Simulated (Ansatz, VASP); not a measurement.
One calculation of GdN, two programs

The input INCAR:

```
PREC     = Accurate       # precision mode
ENCUT    = 520            # plane-wave cutoff, eV
EDIFF    = 1E-6           # SCF threshold, eV
ISMEAR   = 0              # smearing method
SIGMA    = 0.05           # smearing width, eV
LREAL    = F              # projectors in reciprocal space
LASPH    = T              # aspherical terms in the spheres
NELM     = 150            # most SCF steps
ALGO     = Normal         # electronic algorithm
ISIF     = 2              # what is computed and relaxed
LWAVE    = F              # write WAVECAR
LCHARG   = F              # write CHGCAR
ISPIN    = 2              # spin polarisation
MAGMOM   = 7.45 0         # initial moments
LORBIT   = 11             # projections on sites
LMAXMIX  = 6              # l up to which the mixer works
GGA      = PS             # functional
NBANDS   = 22             # bands
```

The input KPOINTS:

```
regular mesh
0
Gamma
  10 10 10
```

The input POSCAR:

```
GdN
1.0
    0.0000000000      2.6188733743      2.6188733743
    2.6188733743      0.0000000000      2.6188733743
    2.6188733743      2.6188733743      0.0000000000
Gd N
1 1
Direct
    0.0000000000      0.0000000000      0.0000000000
    0.2500000000      0.2500000000      0.2500000000
```

Input for Ansatz:

```yaml
crystal:
  lattice:
    - [0.0, 2.6188733743, 2.6188733743]
    - [2.6188733743, 0.0, 2.6188733743]
    - [2.6188733743, 2.6188733743, 0.0]
  atoms:
    - { symbol: Gd, position: [0.0, 0.0, 0.0], spin: 7.45 }
    - { symbol: "N", position: [0.25, 0.25, 0.25] }
basis:
  ecutwfc: 420
  ecutrho_ratio: 4
kpoints:
  mp_grid: { grid: [10, 10, 10] }
hamiltonian:
  xc: pbesol
scf:
  occupations: { method: gaussian, width: 0.05 }
output:
  forces: true
  stress: true
  eigenvalues: true
  populations: true
magnetization:
  spin_polarized: true
```

Alike in both runs: task single point; functional PBEsol; k mesh 10 × 10 × 10; occupations gaussian, width 0.05 eV; collinear spin.

|  | VASP | Ansatz |
| --- | --- | --- |
| version | VASP 6.6.1 | Ansatz 0.2.0 |
| potentials or method | VASP PAW PBE potentials, release 64 (Gd, N), cutoff 520 eV | scalar-relativistic, plane waves, PAW |
| valence electrons in the cell | 23 | 23 |

|  | VASP | Ansatz | Ansatz less VASP |
| --- | --- | --- | --- |
| gap on the k mesh at the Fermi level (eV) | 1.12 | 1.11 | -0.008 |
| least direct gap on the mesh (eV) | 1.81 | 1.81 | -0.001 |
| pressure (GPa) | 2.8 | 2.3 | -0.54 |
| net moment per atom (μB) | 3.50 | 3.50 | -0.001 |
| size of the moment on the site where the two differ most (μB) | 6.79 | 6.77 | -0.023 |

VASP's potentials were made for PBE, not for PBEsol. Site moments also hang on the region over which each program counts them. The functional is the same, so the differences come from potentials, cutoffs and numerics.

Spin-orbit coupling is off throughout.
